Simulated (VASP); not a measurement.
**Mo: single point with PBE**

Mo:

```
Mo
1.0
     0.00000    2.00152    2.00152
     2.00152    0.00000    2.00152
     2.00152    2.00152    0.00000
Mo
1
Direct
  0.00000 0.00000 0.00000
```

* Program: VASP 6.6.1
* Task: single point
* Functional: PBE
* Potentials or basis: VASP PAW PBE potentials, release 64 (Mo_sv)
* Cutoff: 520 eV
* k mesh: 14 × 14 × 14
* Occupations: fermi-dirac, width 0.1 eV
* Spin: no spin polarisation

```
Pressure               : 0.4 GPa
Band gap on the k mesh : zero (band 7 reaches 15.75 eV, above the bottom of band 8 at 11.06 eV)
```

Levels at points of the mesh, in eV from the Fermi level:
```
           k point  band 3  band 4  band 5  band 6  band 7  band 8  band 9  band 10  band 11  band 12
(0.00, 0.00, 0.00)  -34.08  -34.08   -6.75   -0.73   -0.73   -0.73    1.94     1.94    13.08    18.33
(0.50, 0.00, 0.00)  -34.25  -34.25   -4.62   -0.91   -0.91    1.53    4.00     4.00    11.07    12.76
(0.50, 0.50, 0.00)  -34.54  -34.54   -4.97   -4.29    3.96    4.00    4.58     4.58    12.45    12.45
```

Run time: 14 s on 1 thread of Intel Xeon 8259CL, on a shared host, peak memory 0.15 GiB.
